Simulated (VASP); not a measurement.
A run of VASP 6.6.1:

File INCAR:

```
SYSTEM = TeAs
PREC = Accurate ; ENCUT = 500
EDIFF = 1E-6 ; ISMEAR = 0
SIGMA = 0.15 ; LREAL = .FALSE.
LASPH = .TRUE. ; NELM = 120
ALGO = Normal ; ISIF = 2
LWAVE = .FALSE. ; LCHARG = .FALSE.
GGA = PS ; IVDW = 12
NBANDS = 32 ; GGA_COMPAT = .FALSE.
```

The input KPOINTS:

```
regular mesh
0
G
  10 10 10
  0 0 0
```

Contents of POSCAR:

```
TeAs
1.0
    5.7748822853      0.0000000000      0.0000000000
    0.0000000000     -5.7748822853      0.0000000000
    0.0000000000      0.0000000000     -5.7748822853
Te As
4 4
Direct
    0.5115500190      0.0000000000      0.0000000000
    0.0000000000      0.5000000000      0.0000000000
    0.0000000000      0.0000000000      0.5000000000
    0.5000000000      0.5000000000      0.5000000000
    0.0000000000      1.0000000000      1.0000000000
    0.5000000000      0.5000000000      1.0000000000
    0.5000000000      1.0000000000      0.5000000000
    0.0000000000      0.5000000000      0.5000000000
```

Potentials or basis: VASP PAW PBE potentials, release 64 (Te, As).

Command:

```console
$ cat potpaw_PBE.64/Te/POTCAR potpaw_PBE.64/As/POTCAR > POTCAR
$ mpirun -np 1 vasp_std > vasp.out
```

Hardware: 1 thread of Intel(R) Xeon(R) 6975P-C (Granite Rapids), on a shared host.

**Question.** How long does it take, and how much memory?

**Answer.** It took 6.7 min on 1 thread of Intel(R) Xeon(R) 6975P-C (Granite Rapids), on a shared host, peak memory 0.68 GiB. Counts: scf iterations 12, k points 126.
